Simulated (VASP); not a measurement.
**Os: single point with PBE**

Os:

```
CELL_PARAMETERS angstrom
2.73410 0.00000 0.00000
-1.36705 2.36780 0.00000
0.00000 0.00000 4.36290
ATOMIC_POSITIONS crystal
Os 0.66667 0.33333 0.75000
Os 0.33333 0.66667 0.25000
```

```yaml
Program: VASP 6.6.1
Task: single point
Functional: PBE
Potentials_or_basis: VASP PAW PBE potentials, release 64 (Os)
Cutoff: 520 eV
k_mesh: 9 × 9 × 5
Occupations: fermi-dirac, width 0.05 eV
Spin: no spin polarisation
Dipole_correction: no
Further_INCAR_settings: ALGO = Fast; EDIFF = 1e-06; NBANDS = 15
```

The pressure is 3.9 GPa and the band gap on the k mesh is zero (band 8 reaches 11.33 eV, above the bottom of band 9 at 7.55 eV).

Stress tensor (GPa, compression positive):
```
5.89 0.00 0.00
0.00 5.89 0.00
0.00 0.00 0.04
```

Levels at points of the mesh, in eV from the Fermi level:
```tsv
k point	band 6	band 7	band 8	band 9	band 10	band 11
(0.00, 0.00, 0.00)	-2.39	-2.39	-1.63	-1.63	-0.28	1.48
```

Run time: 9.1 s on 1 thread of Intel(R) Xeon(R) Platinum 8488C (Sapphire Rapids) (shared host), peak memory 0.14 GiB.

Caveat: spin-orbit coupling is left out, which moves the levels of the heavy elements.
